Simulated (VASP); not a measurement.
Input of a VASP 6.6.1 run:

Contents of INCAR:

```
PREC = Accurate ; ENCUT = 570
EDIFF = 1E-6 ; ISMEAR = -1
SIGMA = 0.1 ; LREAL = F
LASPH = T ; NELM = 120
ALGO = Normal ; ISIF = 2
LWAVE = F ; LCHARG = T
GGA = B5 ; ALDAX = 1.0
AGGAX = 1.0 ; AGGAC = 1.0
ALDAC = 0.0 ; LELF = T
LVHAR = T ; NBANDS = 15
GGA_COMPAT = F
```

KPOINTS

```
Automatic mesh
0
Gamma
  12 12 12
```

The input POSCAR:

```
Pt
1.0
    0.0000000000      1.9609000000      1.9609000000
    1.9609000000      0.0000000000      1.9609000000
    1.9609000000      1.9609000000      0.0000000000
Pt
1
Direct
    0.0000000000      0.0000000000      0.0000000000
```

Potentials or basis: VASP PAW PBE potentials, release 64 (Pt_sv_GW).

Run with:

```bash
$ cat potpaw_PBE.64/Pt_sv_GW/POTCAR > POTCAR
$ mpirun -np 1 vasp_std > vasp.out
```

**Question.** What does it give for the band gap on the k mesh?

**Answer.** Zero (bands 9 and 10 overlap by 2.25 eV).

**Question.** Predict the pressure.

**Answer.** 25.8 GPa.

Caveat: the cell stands under pressure; the PAW data sets were made with another functional, which shifts forces and pressure a little; spin-orbit coupling is left out, which moves the levels of the heavy elements.
